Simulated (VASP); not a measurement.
# HfOF2 (P4/mmm) in VASP: further runs

HfOF2 is run at these levels: PBE; tasks: single point, relaxation of cell and atoms.

All numbers are computed with VASP 6.6.1; they aren't measurements. Logs are shortened: lines on timing, memory, paths and dates and some standing lists are left out, and cuts for length are marked.

## (1) The cell of the first run

The structure is tetragonal, space group P4/mmm (No. 123). The conventional cell has a = 3.505 Å, b = 3.505 Å, c = 4.068 Å, α = 90.00°, β = 90.00°, γ = 90.00°. Within 2.7 Å of Hf (site symmetry 4/mmm) lie 6 F at 2.03 to 2.48 Å. O (site symmetry 4/mmm) has 6 F at 2.03 to 2.48 Å within 2.7 Å. Within 2.7 Å of F (site symmetry 4/mmm) lie 2 Hf at 2.03 Å and 4 O at 2.48 Å. Within 2.7 Å of F (site symmetry 4/mmm) lie 2 O at 2.03 Å and 4 Hf at 2.48 Å.

The cell was generated, and may not be a known phase.

## (2) Single point, PBE

Contents of INCAR:

```
ALGO = Normal ; EDIFF = 1E-7
ENCUT = 520 ; GGA = PE
ISIF = 2 ; ISMEAR = 0
LASPH = True ; LCHARG = True
LELF = True ; LREAL = False
LVHAR = True ; LWAVE = False
NBANDS = 23 ; NELM = 60
PREC = Accurate ; SIGMA = 0.1
```

Contents of KPOINTS:

```
k-points
0
Gamma
  14 14 12
```

Contents of POSCAR:

```
HfOF2
1.0
    3.5052210652      0.0000000000      0.0000000000
    0.0000000000      3.5052210652      0.0000000000
    0.0000000000      0.0000000000      4.0677239766
Hf O F
1 1 2
Direct
    0.0000000000      0.0000000000      0.0000000000
    0.5000000000      0.5000000000      0.5000000000
    0.0000000000      0.0000000000      0.5000000000
    0.5000000000      0.5000000000      0.0000000000
```

Potentials or basis: VASP PAW PBE potentials, release 64 (Hf_pv, O, F).

Command:

```console
$ cat potpaw_PBE.64/Hf_pv/POTCAR potpaw_PBE.64/O/POTCAR potpaw_PBE.64/F/POTCAR > POTCAR
$ mpirun -np 1 vasp_std > vasp.out
```

OUTCAR:

```text
EDIFF = 1E-7
   ENCUT = 520
   GGA = PE
   ISIF = 2
   ISMEAR = 0
   LASPH = True
   LREAL = False
   NELM = 60
   PREC = Accurate

 ion  position               nearest neighbor table
   1  0.000  0.000  0.000-   3 2.03   3 2.03   4 2.48   4 2.48   4 2.48   4 2.48
   2  0.500  0.500  0.500-
   3  0.000  0.000  0.500-   1 2.03   1 2.03
   4  0.500  0.500  0.000-   1 2.48   1 2.48   1 2.48   1 2.48

  LATTYP: Found a simple tetragonal cell.
 ALAT       =     3.5052210652
 C/A-ratio  =     1.1604757306

  Lattice vectors:

 A1 = (   3.5052210652,   0.0000000000,   0.0000000000)
 A2 = (   0.0000000000,   3.5052210652,   0.0000000000)
 A3 = (   0.0000000000,   0.0000000000,   4.0677239766)

Analysis of symmetry for initial positions (statically):
=====================================================================
 Subroutine PRICEL returns:
 Original cell was already a primitive cell.

 Routine SETGRP: Setting up the symmetry group for a
 simple tetragonal supercell.

 Subroutine GETGRP returns: Found 16 space group operations
 (whereof 16 operations were pure point group operations)
 out of a pool of 16 trial point group operations.

The static configuration has the point symmetry D_4h.

Analysis of symmetry for dynamics (positions and initial velocities):
=====================================================================
 Subroutine PRICEL returns:
 Original cell was already a primitive cell.

 Routine SETGRP: Setting up the symmetry group for a
 simple tetragonal supercell.

 Subroutine GETGRP returns: Found 16 space group operations
 (whereof 16 operations were pure point group operations)
 out of a pool of 16 trial point group operations.

The dynamic configuration has the point symmetry D_4h.

 Subroutine INISYM returns: Found 16 space group operations
 (whereof 16 operations are pure point group operations),
 and found     1 'primitive' translations

----------------------------------------------------------------------------------------

                                     Primitive cell

  volume of cell :      49.9784

  direct lattice vectors                    reciprocal lattice vectors
     3.505221065  0.000000000  0.000000000     0.285288711  0.000000000  0.000000000
     0.000000000  3.505221065  0.000000000     0.000000000  0.285288711  0.000000000
     0.000000000  0.000000000  4.067723977     0.000000000  0.000000000  0.245837723

  length of vectors
     3.505221065  3.505221065  4.067723977     0.285288711  0.285288711  0.245837723

  position of ions in fractional coordinates (direct lattice)
     0.000000000  0.000000000  0.000000000
     0.500000000  0.500000000  0.500000000
     0.000000000  0.000000000  0.500000000
     0.500000000  0.500000000  0.000000000

  ion indices of the primitive-cell ions
   primitive index   ion index
                 1           1
                 2           2
                 3           3
                 4           4

----------------------------------------------------------------------------------------

 KPOINTS: k-points

Automatic generation of k-mesh.
 Grid dimensions read from file:
 generate k-points for:   14   14   12

 Generating k-lattice:

  Cartesian coordinates                     Fractional coordinates (reciprocal lattice)
     0.020377765  0.000000000  0.000000000     0.071428571  0.000000000  0.000000000
     0.000000000  0.020377765  0.000000000     0.000000000  0.071428571  0.000000000
     0.000000000  0.000000000  0.020486477     0.000000000  0.000000000  0.083333333

  Length of vectors
     0.020377765  0.020377765  0.020486477

  Shift w.r.t. Gamma in fractional coordinates (k-lattice)
     0.000000000  0.000000000  0.000000000

 Subroutine IBZKPT returns following result:
 ===========================================

 Found    252 irreducible k-points:

 Following reciprocal coordinates:
            Coordinates               Weight
  0.000000  0.000000  0.000000      1.000000
  0.071429  0.000000  0.000000      4.000000
  0.142857  0.000000  0.000000      4.000000
  0.214286  0.000000  0.000000      4.000000
  0.285714  0.000000  0.000000      4.000000
  0.357143  0.000000  0.000000      4.000000
[... 16 lines left out ...]
  0.285714  0.214286  0.000000      8.000000
  0.357143  0.214286  0.000000      8.000000
 [... further k-points ...]
   k-points           NKPTS =    252   k-points in BZ     NKDIM =    252   number of bands    NBANDS=     23
   number of dos      NEDOS =    301   number of ions     NIONS =      4
   total plane-waves  NPLWV =  23520
   dimension x,y,z NGX =    28 NGY =   28 NGZ =   30
   dimension x,y,z NGXF=    56 NGYF=   56 NGZF=   60
   ions per type =               1   1   2
   NGX,Y,Z   is equivalent  to a cutoff of  13.28, 13.28, 12.26 a.u.
   NGXF,Y,Z  is equivalent  to a cutoff of  26.56, 26.56, 24.52 a.u.
 SYSTEM =  unknown system
   PREC   = accura    normal or accurate (medium, high low for compatibility)
   ISTART =      0    job   : 0-new  1-cont  2-samecut
   ICHARG =      2    charge: 1-file 2-atom 10-const
   ISPIN  =      1    spin polarized calculation?
   LNONCOLLINEAR =      F non collinear calculations
   LSORBIT =      F    spin-orbit coupling
   LASPH  =      T    aspherical Exc in radial PAW
   ENCUT  =  520.0 eV  38.22 Ry    6.18 a.u.   6.52  6.52  7.56*2*pi/ulx,y,z
   NELM   =     60;   NELMIN=  2; NELMDL= -5     # of ELM steps
   EDIFF  = 0.1E-06   stopping-criterion for ELM
   LREAL  =      F    real-space projection
   EDIFFG = 0.1E-05   stopping-criterion for IOM
   NSW    =      0    number of steps for IOM
   IBRION =     -1    ionic relax: 0-MD 1-quasi-New 2-CG
   NFREE  =      0    steps in history (QN), initial steepest desc. (CG)
   ISIF   =      2    stress and relaxation
   ISYM   =      2    0-nonsym 1-usesym 2-fastsym
   POTIM  = 0.5000    time-step for ionic-motion
   TEBEG  =    0.0;   TEEND  =   0.0 temperature during run
   PSTRESS=    0.0 pullay stress
   NELECT =      30.0000    total number of electrons
   NUPDOWN=      -1.0000    fix difference up-down
   EMIN   =  10.00;   EMAX   =-10.00  energy-range for DOS
   EFERMI =   0.00;   METHOD = LEGACY
   ISMEAR =     0;   SIGMA  =   0.10  broadening in eV -4-tet -1-fermi 0-gaus
   EFERMI_NEDOS =   21; number of points for ismear=-14 and -15
   IALGO  =     38    algorithm
   IMIX   =      4    mixing-type and parameters
     AMIX     =   0.40;   BMIX     =  1.00
     AMIX_MAG =   1.60;   BMIX_MAG =  1.00
  volume/ion in A,a.u.               =      12.49        84.32
  Fermi-wavevector in a.u.,A,eV,Ry     =   1.380981  2.609676 25.947800  1.907110
  Thomas-Fermi vector in A             =   2.505808
   LORBIT       =      0    0 simple, 1 ext, 2 COOP (PROOUT), +10 PAW based schemes
   GGA     = PE    functional components
   LHFCALC =     F    Hartree Fock is set to
   AEXX    =    0.0000 exact exchange contribution
   IVDW    =     0    specifies the selected vdW correction
   LEPSILON=     F    determine dielectric tensor
   LRPA    =     F    only Hartree local field effects (RPA)
 non-spin polarized calculation
 Gauss-broadening in eV      SIGMA  =   0.10
  energy-cutoff  :      520.00
  volume of cell :       49.98
 maximum number of plane-waves:      1375
 NGX is ok and might be reduce to    28
   NGX = 13   NGY = 13   NGZ = 15

 number of electron      29.9999999 magnetization

 Free energy of the ion-electron system (eV)
  ---------------------------------------------------
  ext. energy  EPLUGINS =         0.00000000
  ---------------------------------------------------
  free energy    TOTEN  =       -23.09206606 eV

  energy without entropy =      -23.08491343  energy(sigma->0) =      -23.08848974

 E-fermi :   3.9300     XC(G=0): -10.7707

 val. band max:        3.9275472565   @ k =   0.3571   0.0000   0.3333
 cond. band min:       3.9350527799   @ k =   0.5000   0.5000   0.0000
 fundamental gap:      0.0075055234
 Fermi energy:         3.9300069588

 k-point     1 :       0.0000    0.0000    0.0000
  band No.  band energies     occupation
      1     -29.5977      2.00000
      2     -29.3544      2.00000
      3     -29.3544      2.00000
      4     -21.8826      2.00000
      5     -21.4616      2.00000
      6     -11.6504      2.00000
[... 15 lines left out ...]
     22      13.7543      0.00000
     23      14.0173      0.00000

 k-point     2 :       0.0714    0.0000    0.0000
  band No.  band energies     occupation
      1     -29.5972      2.00000
      2     -29.3639      2.00000
      3     -29.3536      2.00000
      4     -21.8709      2.00000
      5     -21.4608      2.00000
      6     -11.6540      2.00000
[... 15 lines left out ...]
     22      13.7543      0.00000
     23      14.0017      0.00000

 k-point     3 :       0.1429    0.0000    0.0000
  band No.  band energies     occupation
      1     -29.5955      2.00000
      2     -29.3900      2.00000
      3     -29.3512      2.00000
      4     -21.8375      2.00000
      5     -21.4586      2.00000
      6     -11.6641      2.00000
[... 15 lines left out ...]
     22      13.7539      0.00000
     23      13.9247      0.00000

 k-point     4 :       0.2143    0.0000    0.0000
  band No.  band energies     occupation
      1     -29.5932      2.00000
      2     -29.4275      2.00000
      3     -29.3478      2.00000
      4     -21.7883      2.00000
      5     -21.4567      2.00000
      6     -11.6788      2.00000
[... 15 lines left out ...]
     22      13.7511      0.00000
     23      13.7516      0.00000

 k-point     5 :       0.2857    0.0000    0.0000
  band No.  band energies     occupation
      1     -29.5906      2.00000
      2     -29.4687      2.00000
      3     -29.3441      2.00000
      4     -21.7314      2.00000
      5     -21.4569      2.00000
      6     -11.6951      2.00000
[... 434 lines left out ...]
 k-point    22 :       0.2143    0.2143    0.0000
  band No.  band energies     occupation
      1     -29.5888      2.00000
      2     -29.4252      2.00000
      3     -29.4031      2.00000
      4     -21.7459      2.00000
      5     -21.4552      2.00000
      6     -11.6745      2.00000
[... 15 lines left out ...]
     22      13.7506      0.00000
     23      14.3751      0.00000

 k-point    23 :       0.2857    0.2143    0.0000
  band No.  band energies     occupation
      1     -29.5862      2.00000
      2     -29.4541      2.00000
      3     -29.4039      2.00000
      4     -21.7210      2.00000
      5     -21.4553      2.00000
      6     -11.6721      2.00000
[... 15 lines left out ...]
     22      13.6264      0.00000
     23      13.7906      0.00000

 k-point    24 :       0.3571    0.2143    0.0000
  band No.  band energies     occupation
      1     -29.5840      2.00000
      2     -29.4859      2.00000
      3     -29.3986      2.00000
      4     -21.6981      2.00000
      5     -21.4563      2.00000
      6     -11.6701      2.00000
[... 15 lines left out ...]
     22      12.2349      0.00000
     23      13.7593      0.00000

 [... further k-points ...]

------------------------ aborting loop because EDIFF is reached ----------------------------------------

  FORCE on cell =-STRESS in cart. coord.  units (eV):
  Direction    XX          YY          ZZ          XY          YZ          ZX
  --------------------------------------------------------------------------------------
  -------------------------------------------------------------------------------------
  Total       -0.3333482     -0.3333482     -0.9015709      0.0000000      0.0000000     -0.0000000
  in kB      -10.6862753    -10.6862753    -28.9020165      0.0000000      0.0000000     -0.0000000
  external PRESSURE =     -16.7581890 kB  Pullay stress =       0.0000000 kB

 VOLUME and BASIS-vectors are now :
 -----------------------------------------------------------------------------
  energy-cutoff  :      520.00
  volume of cell :       49.98
      direct lattice vectors                 reciprocal lattice vectors
     3.505221065  0.000000000  0.000000000     0.285288711  0.000000000  0.000000000
     0.000000000  3.505221065  0.000000000     0.000000000  0.285288711  0.000000000
     0.000000000  0.000000000  4.067723977     0.000000000  0.000000000  0.245837723

 POSITION                                       TOTAL-FORCE (eV/Angst)
 -----------------------------------------------------------------------------------
      0.00000      0.00000      0.00000         0.000000      0.000000      0.000000
      1.75261      1.75261      2.03386         0.000000      0.000000      0.000000
      0.00000      0.00000      2.03386         0.000000      0.000000      0.000000
      1.75261      1.75261      0.00000         0.000000      0.000000      0.000000
 -----------------------------------------------------------------------------------
    total drift:                                0.000000      0.000000      0.000000

  FREE ENERGIE OF THE ION-ELECTRON SYSTEM (eV)
  ---------------------------------------------------
  free  energy   TOTEN  =       -23.0920660572 eV

  energy  without entropy=      -23.0849134294  energy(sigma->0) =      -23.08848974
```

Run time: 2.1 min. Hardware: 1 thread of Intel Xeon 6975P-C (Granite Rapids), shared host; peak memory 0.37 GiB.

Results:

| Quantity | Value |
| --- | --- |
| Free energy | -23.0921 eV |
| Pressure | -1.7 GPa |
| Band gap on the k mesh | zero (bands 15 and 16 overlap by 0.97 eV) |

Levels at points of the mesh, in eV from the Fermi level:
| k point | band 11 | band 12 | band 13 | band 14 | band 15 | band 16 | band 17 | band 18 | band 19 | band 20 |
| --- | --- | --- | --- | --- | --- | --- | --- | --- | --- | --- |
| (0.00, 0.00, 0.00) | -5.97 | -5.97 | -1.94 | -1.32 | -0.09 | -0.09 | 0.83 | 1.33 | 1.33 | 1.61 |
| (0.50, 0.00, 0.00) | -6.02 | -5.86 | -1.42 | -0.50 | 0.21 | 0.65 | 1.39 | 1.54 | 3.20 | 3.70 |
| (0.50, 0.50, 0.00) | -6.33 | -6.33 | -0.30 | -0.30 | 0.01 | 0.01 | 0.91 | 1.09 | 2.80 | 3.22 |
| (0.00, 0.00, 0.50) | -6.57 | -5.79 | -2.28 | -1.80 | -0.30 | -0.30 | 0.14 | 1.65 | 2.87 | 2.87 |
| (0.50, 0.00, 0.50) | -6.33 | -5.75 | -1.65 | -1.37 | -0.72 | 0.38 | 2.00 | 2.86 | 3.10 | 4.37 |
| (0.50, 0.50, 0.50) | -7.30 | -5.72 | -1.32 | -0.61 | -0.61 | 1.44 | 2.19 | 2.19 | 2.83 | 3.94 |

Caveat: spin-orbit coupling is left out, which moves the levels of the heavy elements.

(Continued in part 2 of 2.)
